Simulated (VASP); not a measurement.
Input of a VASP 6.6.1 run:

INCAR

```
SYSTEM = Si2Mo
  PREC = Accurate
  ENCUT = 520
  EDIFF = 1E-7
  ISMEAR = 0
  SIGMA = 0.05
  LREAL = .FALSE.
  LASPH = .TRUE.
  NELM = 80
  ALGO = Normal
  ISIF = 2
  LWAVE = .FALSE.
  LCHARG = .TRUE.
  GGA = PE
  LELF = .TRUE.
  LVHAR = .TRUE.
  NBANDS = 18
```

Contents of KPOINTS:

```
regular mesh
0
G
  12 12 12
  0 0 0
```

File POSCAR:

```
Si2Mo
1.0
   -1.6000000000      1.6000000000      3.9305000000
    1.6000000000     -1.6000000000      3.9305000000
    1.6000000000      1.6000000000     -3.9305000000
Mo Si
1 2
Direct
    0.0000000000      0.0000000000      0.0000000000
    0.6670000000      0.6670000000      0.0000000000
    0.3330000000      0.3330000000      0.0000000000
```

Potentials or basis: VASP PAW PBE potentials, release 64 (Mo_sv, Si).

The run is started by

```console
$ cat potpaw_PBE.64/Mo_sv/POTCAR potpaw_PBE.64/Si/POTCAR > POTCAR
$ mpirun -np 1 vasp_std > vasp.out
```

Question: Estimate the largest force.

Answer: 0.271 eV/Å.

Question: Estimate the pressure.

Answer: 2.4 GPa.

Question: What does it give for the band gap on the k mesh?

Answer: Zero (bands 11 and 12 overlap by 1.04 eV).

Stress tensor (GPa, compression positive):
```
2.78 0.00 0.00
0.00 2.78 0.00
0.00 0.00 1.63
```
